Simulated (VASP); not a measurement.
Input of a VASP 6.6.1 run:

File INCAR:

```
SYSTEM = Al2Cu
PREC = Accurate ; ENCUT = 600
EDIFF = 1E-8 ; ISMEAR = -1
SIGMA = 0.05 ; LREAL = .False.
LASPH = .True. ; NELM = 60
ALGO = Normal ; ISIF = 3
LWAVE = .False. ; LCHARG = .False.
GGA = PS ; IBRION = 6
NFREE = 2 ; POTIM = 0.015
NSW = 1
```

The input KPOINTS:

```
regular mesh
0
Gamma
  8 8 8
  0 0 0
```

File POSCAR:

```
Al2Cu
1.0
   -2.0303375000      2.0303375000      2.8510940000
    2.0303375000     -2.0303375000      2.8510940000
    2.0303375000      2.0303375000     -2.8510940000
Cu Al
1 2
Direct
    0.5000000000      0.5000000000      0.0000000000
    0.2500000000      0.7500000000      0.5000000000
    0.7500000000      0.2500000000      0.5000000000
```

Potentials or basis: VASP PAW PBE potentials, release 64 (Cu, Al).

Run with:

```console
$ cat potpaw_PBE.64/Cu/POTCAR potpaw_PBE.64/Al/POTCAR > POTCAR
$ mpirun -np 1 vasp_std > vasp.out
```

Task: What does it give for the Voigt bulk modulus?

Result: 104 GPa.

Task: Predict the highest phonon frequency at Γ.

Result: 284 cm⁻¹.

Clamped-ion elastic tensor (GPa):
```
218  25  67   0   0   0
 25 218  67   0   0   0
 67  67 184   0   0   0
  0   0   0  92   0   0
  0   0   0   0  92   0
  0   0   0   0   0  48
```

Caveat: the PAW data sets were made with another functional, which shifts forces and pressure a little.
